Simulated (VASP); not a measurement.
# BaS in VASP: further runs

Runs on BaS. Level: PBE. Tasks: single point, relaxation of cell and atoms.

All numbers are computed with VASP 6.6.1; they aren't measurements. Logs are shortened: lines on timing, memory, paths and dates and some standing lists are left out, and cuts for length are marked.

### 1 The cell of the first run

The typed cell holds 4 atoms: a = 6.434 Å, b = 4.547 Å, c = 4.547 Å, α = 90.00°, β = 90.00°, γ = 90.00°.

### 2 Single point, PBE

INCAR

```
PREC = Accurate
ENCUT = 520
EDIFF = 1E-6
ISMEAR = 0
SIGMA = 0.1
LREAL = F
LASPH = T
NELM = 60
ALGO = Normal
ISIF = 2
LWAVE = F
LCHARG = F
GGA = PE
NBANDS = 24
```

KPOINTS

```
regular mesh
0
Gamma
  4 4 4
```

POSCAR

```
BaS
1.0
    6.4341347268      0.0000000000      0.0000000000
    0.0000000000      3.2151899430      3.2152662494
    0.0000000000     -3.2151899430      3.2152662494
Ba S
2 2
Direct
    0.7500000000      0.4998593342      0.0001690492
    0.2500000000      0.0001690492      0.4998593342
    0.2500000000      0.4998479993      0.0001236174
    0.7500000000      0.0001236174      0.4998479993
```

Potentials or basis: VASP PAW PBE potentials, release 64 (Ba_sv, S).

Launch:

```console
cat potpaw_PBE.64/Ba_sv/POTCAR potpaw_PBE.64/S/POTCAR > POTCAR
mpirun -np 1 vasp_std > vasp.out
```

OUTCAR:

```text
PREC = Accurate
   ENCUT = 520
   EDIFF = 1E-6
   ISMEAR = 0
   LREAL = F
   LASPH = T
   NELM = 60
   ISIF = 2
   GGA = PE

 ion  position               nearest neighbor table
   1  0.750  0.500  0.000-   4 3.21   4 3.22   4 3.22   3 3.22   3 3.22   4 3.22   2 4.55   2 4.55
                             2 4.55   2 4.55   2 4.55   2 4.55   2 4.55   2 4.55
   2  0.250  0.000  0.500-   3 3.21   3 3.22   3 3.22   4 3.22   4 3.22   3 3.22   1 4.55   1 4.55
                             1 4.55   1 4.55   1 4.55   1 4.55   1 4.55   1 4.55
   3  0.250  0.500  0.000-   2 3.21   2 3.22   2 3.22   1 3.22   1 3.22   2 3.22
   4  0.750  0.000  0.500-   1 3.21   1 3.22   1 3.22   2 3.22   2 3.22   1 3.22

  LATTYP: Found a base centered orthorhombic cell.
 ALAT       =     6.4303798860
 B/A-ratio  =     1.0000237331
 C/A-ratio  =     1.0005839221

  Lattice vectors:

 A1 = (   0.0000000000,   3.2151899430,  -3.2152662494)
 A2 = (   0.0000000000,   3.2151899430,   3.2152662494)
 A3 = (   6.4341347268,   0.0000000000,   0.0000000000)

Analysis of symmetry for initial positions (statically):
=====================================================================
 Subroutine PRICEL returns:
 Original cell was already a primitive cell.

 Routine SETGRP: Setting up the symmetry group for a
 base centered orthorhombic supercell.

 Subroutine GETGRP returns: Found  4 space group operations
 (whereof  2 operations were pure point group operations)
 out of a pool of  8 trial point group operations.

The static configuration has the point symmetry C_2 .
 The point group associated with its full space group is C_2v.

Analysis of symmetry for dynamics (positions and initial velocities):
=====================================================================
 Subroutine PRICEL returns:
 Original cell was already a primitive cell.

 Routine SETGRP: Setting up the symmetry group for a
 base centered orthorhombic supercell.

 Subroutine GETGRP returns: Found  4 space group operations
 (whereof  2 operations were pure point group operations)
 out of a pool of  8 trial point group operations.

The dynamic configuration has the point symmetry C_2 .
 The point group associated with its full space group is C_2v.

 Subroutine INISYM returns: Found  4 space group operations
 (whereof  2 operations are pure point group operations),
 and found     1 'primitive' translations

----------------------------------------------------------------------------------------

                                     Primitive cell

  volume of cell :     133.0282

  direct lattice vectors                    reciprocal lattice vectors
     6.434134727  0.000000000  0.000000000     0.155421054  0.000000000  0.000000000
     0.000000000  3.215189943  3.215266249     0.000000000  0.155511808  0.155508117
     0.000000000 -3.215189943  3.215266249     0.000000000 -0.155511808  0.155508117

  length of vectors
     6.434134727  4.547019180  4.547019180     0.155421054  0.219924298  0.219924298

  position of ions in fractional coordinates (direct lattice)
     0.750000000  0.499859334  0.000169049
     0.250000000  0.000169049  0.499859334
     0.250000000  0.499847999  0.000123617
     0.750000000  0.000123617  0.499847999

  ion indices of the primitive-cell ions
   primitive index   ion index
                 1           1
                 2           2
                 3           3
                 4           4

----------------------------------------------------------------------------------------

 KPOINTS: regular mesh

Automatic generation of k-mesh.
 Grid dimensions read from file:
 generate k-points for:    4    4    4

 Generating k-lattice:

  Cartesian coordinates                     Fractional coordinates (reciprocal lattice)
     0.038855263  0.000000000  0.000000000     0.250000000  0.000000000  0.000000000
     0.000000000  0.038877952  0.038877029     0.000000000  0.250000000  0.000000000
     0.000000000 -0.038877952  0.038877029     0.000000000  0.000000000  0.250000000

  Length of vectors
     0.038855263  0.054981074  0.054981074

  Shift w.r.t. Gamma in fractional coordinates (k-lattice)
     0.000000000  0.000000000  0.000000000

 Subroutine IBZKPT returns following result:
 ===========================================

 Found     21 irreducible k-points:

 Following reciprocal coordinates:
            Coordinates               Weight
  0.000000  0.000000  0.000000      1.000000
  0.250000  0.000000  0.000000      2.000000
  0.500000  0.000000  0.000000      1.000000
  0.000000  0.250000  0.000000      4.000000
  0.250000  0.250000  0.000000      8.000000
  0.500000  0.250000  0.000000      4.000000
[... 13 lines left out ...]
  0.250000  0.500000  0.500000      2.000000
  0.500000  0.500000  0.500000      1.000000
   k-points           NKPTS =     21   k-points in BZ     NKDIM =     21   number of bands    NBANDS=     24
   number of dos      NEDOS =    301   number of ions     NIONS =      4
   total plane-waves  NPLWV =  62208
   dimension x,y,z NGX =    48 NGY =   36 NGZ =   36
   dimension x,y,z NGXF=    96 NGYF=   72 NGZF=   72
   ions per type =               2   2
   NGX,Y,Z   is equivalent  to a cutoff of  12.40, 13.16, 13.16 a.u.
   NGXF,Y,Z  is equivalent  to a cutoff of  24.80, 26.32, 26.32 a.u.
 SYSTEM =  unknown system
   PREC   = accura    normal or accurate (medium, high low for compatibility)
   ISTART =      0    job   : 0-new  1-cont  2-samecut
   ICHARG =      2    charge: 1-file 2-atom 10-const
   ISPIN  =      1    spin polarized calculation?
   LNONCOLLINEAR =      F non collinear calculations
   LSORBIT =      F    spin-orbit coupling
   LASPH  =      T    aspherical Exc in radial PAW
   ENCUT  =  520.0 eV  38.22 Ry    6.18 a.u.  11.96  8.45  8.45*2*pi/ulx,y,z
   NELM   =     60;   NELMIN=  2; NELMDL= -5     # of ELM steps
   EDIFF  = 0.1E-05   stopping-criterion for ELM
   LREAL  =      F    real-space projection
[... 7 lines left out ...]
   TEBEG  =    0.0;   TEEND  =   0.0 temperature during run
   PSTRESS=    0.0 pullay stress
   NELECT =      32.0000    total number of electrons
   NUPDOWN=      -1.0000    fix difference up-down
   EMIN   =  10.00;   EMAX   =-10.00  energy-range for DOS
   EFERMI =   0.00;   METHOD = LEGACY
   ISMEAR =     0;   SIGMA  =   0.10  broadening in eV -4-tet -1-fermi 0-gaus
   EFERMI_NEDOS =   21; number of points for ismear=-14 and -15
   IALGO  =     38    algorithm
   IMIX   =      4    mixing-type and parameters
     AMIX     =   0.40;   BMIX     =  1.00
     AMIX_MAG =   1.60;   BMIX_MAG =  1.00
  volume/ion in A,a.u.               =      33.26       224.43
  Fermi-wavevector in a.u.,A,eV,Ry     =   1.018146  1.924018 14.104101  1.036622
  Thomas-Fermi vector in A             =   2.151588
   LORBIT       =      0    0 simple, 1 ext, 2 COOP (PROOUT), +10 PAW based schemes
   GGA     = PE    functional components
   LHFCALC =     F    Hartree Fock is set to
   AEXX    =    0.0000 exact exchange contribution
   IVDW    =     0    specifies the selected vdW correction
   LEPSILON=     F    determine dielectric tensor
   LRPA    =     F    only Hartree local field effects (RPA)
 non-spin polarized calculation
 Gauss-broadening in eV      SIGMA  =   0.10
  energy-cutoff  :      520.00
  volume of cell :      133.03
 maximum number of plane-waves:      3624
 NGX is ok and might be reduce to    48

 number of electron      31.9999993 magnetization

 Free energy of the ion-electron system (eV)
  ---------------------------------------------------
  ext. energy  EPLUGINS =         0.00000000
  ---------------------------------------------------
  free energy    TOTEN  =       -20.38153269 eV

  energy without entropy =      -20.38153269  energy(sigma->0) =      -20.38153269

 E-fermi :   1.8884     XC(G=0):  -8.5396

 val. band max:        1.3512828621   @ k =   0.0000   0.0000   0.0000
 cond. band min:       3.4887832033   @ k =   0.0000   0.5000   0.5000
 fundamental gap:      2.1375003412
 Fermi energy:         1.8883512133

 k-point     1 :       0.0000    0.0000    0.0000
  band No.  band energies     occupation
      1     -24.7939      2.00000
      2     -24.7419      2.00000
      3     -10.2992      2.00000
      4     -10.0283      2.00000
      5     -10.0282      2.00000
      6      -9.8516      2.00000
[... 16 lines left out ...]
     23       6.1187      0.00000
     24       7.2468      0.00000

 k-point     2 :       0.2500    0.0000    0.0000
  band No.  band energies     occupation
      1     -24.7861      2.00000
      2     -24.7493      2.00000
      3     -10.3846      2.00000
      4     -10.1283      2.00000
      5     -10.0027      2.00000
      6     -10.0027      2.00000
[... 16 lines left out ...]
     23       6.7637      0.00000
     24       7.0253      0.00000

 k-point     3 :       0.5000    0.0000    0.0000
  band No.  band energies     occupation
      1     -24.7676      2.00000
      2     -24.7676      2.00000
      3     -10.3867      2.00000
      4     -10.3867      2.00000
      5      -9.9405      2.00000
      6      -9.9405      2.00000
[... 16 lines left out ...]
     23       7.0321      0.00000
     24       7.0321      0.00000
[... 433 lines left out ...]
 k-point    20 :       0.2500    0.5000    0.5000
  band No.  band energies     occupation
      1     -24.7416      2.00000
      2     -24.7416      2.00000
      3     -10.2612      2.00000
      4     -10.2611      2.00000
      5     -10.1996      2.00000
      6     -10.1995      2.00000
[... 16 lines left out ...]
     23       8.1152      0.00000
     24       8.1154      0.00000

 k-point    21 :       0.5000    0.5000    0.5000
  band No.  band energies     occupation
      1     -24.7414      2.00000
      2     -24.7414      2.00000
      3     -10.3288      2.00000
      4     -10.3288      2.00000
      5     -10.1668      2.00000
      6     -10.1668      2.00000
[... 16 lines left out ...]
     23       8.1421      0.00000
     24       8.1421      0.00000

------------------------ aborting loop because EDIFF is reached ----------------------------------------

  FORCE on cell =-STRESS in cart. coord.  units (eV):
  Direction    XX          YY          ZZ          XY          YZ          ZX
  --------------------------------------------------------------------------------------
  -------------------------------------------------------------------------------------
  Total        0.3737242      0.4285299      0.4268798      0.0000000      0.0000000      0.0000000
  in kB        4.5010941      5.1611681      5.1412945      0.0000000      0.0000000      0.0000000
  external PRESSURE =       4.9345189 kB  Pullay stress =       0.0000000 kB

 VOLUME and BASIS-vectors are now :
 -----------------------------------------------------------------------------
  energy-cutoff  :      520.00
  volume of cell :      133.03
      direct lattice vectors                 reciprocal lattice vectors
     6.434134727  0.000000000  0.000000000     0.155421054  0.000000000  0.000000000
     0.000000000  3.215189943  3.215266249     0.000000000  0.155511808  0.155508117
     0.000000000 -3.215189943  3.215266249     0.000000000 -0.155511808  0.155508117

 POSITION                                       TOTAL-FORCE (eV/Angst)
 -----------------------------------------------------------------------------------
      4.82560      1.60660      1.60772         0.000000      0.004488     -0.000339
      1.60853     -1.60660      1.60772         0.000000     -0.004488     -0.000339
      1.60853      1.60671      1.60754         0.000000      0.003587      0.000339
      4.82560     -1.60671      1.60754        -0.000000     -0.003587      0.000339
 -----------------------------------------------------------------------------------
    total drift:                                0.000000     -0.000000     -0.000002

  FREE ENERGIE OF THE ION-ELECTRON SYSTEM (eV)
  ---------------------------------------------------
  free  energy   TOTEN  =       -20.3815326862 eV

  energy  without entropy=      -20.3815326862  energy(sigma->0) =      -20.38153269
```

Run time: 66 s. Hardware: 1 thread of Intel Xeon Platinum 8488C (Sapphire Rapids), shared host; peak memory 0.26 GiB.

Results:

- Free energy: -20.3815 eV
- Pressure: 0.5 GPa
- Largest force: 0.005 eV/Å
- Band gap on the k mesh: 2.14 eV

Forces in eV/Å, atoms in the order of the input:
```
Ba   0.000  0.004  0.000
Ba   0.000 -0.004  0.000
S    0.000  0.004  0.000
S    0.000 -0.004  0.000
```

Caveat: spin-orbit coupling is left out, which moves the levels of the heavy elements. A k mesh can miss the band edges.

### 3 Relaxation of cell and atoms, PBE

This run uses another cell than the first one: it holds 2 atoms, not 4.

INCAR

```
PREC = Accurate ; ENCUT = 600
EDIFF = 1E-6 ; ISMEAR = 0
SIGMA = 0.02 ; LREAL = F
LASPH = T ; NELM = 80
ALGO = Normal ; ISIF = 3
LWAVE = F ; LCHARG = F
GGA = PE ; IBRION = 2
NSW = 100 ; EDIFFG = -0.01
```

KPOINTS

```
Automatic mesh
0
Gamma
  8 8 8
```

POSCAR

```
BaS
1.0
    0.0000000000      3.2158411853      3.2158411853
    3.2158411853      0.0000000000      3.2158411853
    3.2158411853      3.2158411853      0.0000000000
Ba S
1 1
Direct
    0.0000000000      0.0000000000      0.0000000000
    0.5000000000      0.5000000000      0.5000000000
```

Potentials or basis: VASP PAW PBE potentials, release 64 (Ba_sv, S).

Launch:

```console
cat potpaw_PBE.64/Ba_sv/POTCAR potpaw_PBE.64/S/POTCAR > POTCAR
mpirun -np 1 vasp_std > vasp.out
```

Run time: 58 s. Hardware: 1 thread of Intel Xeon Platinum 8488C (Sapphire Rapids), shared host; peak memory 0.22 GiB.

Results (log left out):

- Free energy: -10.1946 eV
- Relaxed volume: 33.65 Å³/atom
- Relaxed cell: a = 4.566 Å, b = 4.566 Å, c = 4.566 Å, α = 60.00°, β = 60.00°, γ = 60.00°
- Space group after relaxing (to 0.1 Å): Fm-3m (No. 225)
- Energy gained by relaxing: 0.6 meV/atom
- Ionic steps: 3
- Pressure after relaxing: 0.0 GPa
- Band gap on the k mesh: 2.16 eV (least direct gap 2.31 eV)

The path:
```csv
step,energy change (eV),largest force (eV/Å),pressure (GPa),volume (Å³)
1,0.0000,0.0000,0.49,66.51
2,-0.0011,0.0000,-0.13,67.51
3,-0.0012,0.0000,0.00,67.30
```

Final structure:
```
CELL_PARAMETERS angstrom
0.00000 3.22840 3.22840
3.22840 0.00000 3.22840
3.22840 3.22840 0.00000
ATOMIC_POSITIONS crystal
Ba 0.00000 0.00000 0.00000
S 0.50000 0.50000 0.50000
```

Levels at points of the mesh, in eV from the valence-band top:
```tsv
k point	band 4	band 5	band 6	band 7	band 8	band 9	band 10	band 11	band 12
(0.00, 0.00, 0.00)	-11.24	-10.31	0.00	0.00	0.00	3.44	3.86	3.86	3.86
(0.50, 0.00, 0.00)	-11.27	-9.21	-1.87	-1.03	-1.03	5.43	5.59	6.18	6.18
(0.50, 0.50, 0.00)	-11.41	-10.22	-0.56	-0.15	-0.15	2.16	5.83	5.85	7.32
```

Caveat: spin-orbit coupling is left out, which moves the levels of the heavy elements. A k mesh can miss the band edges.
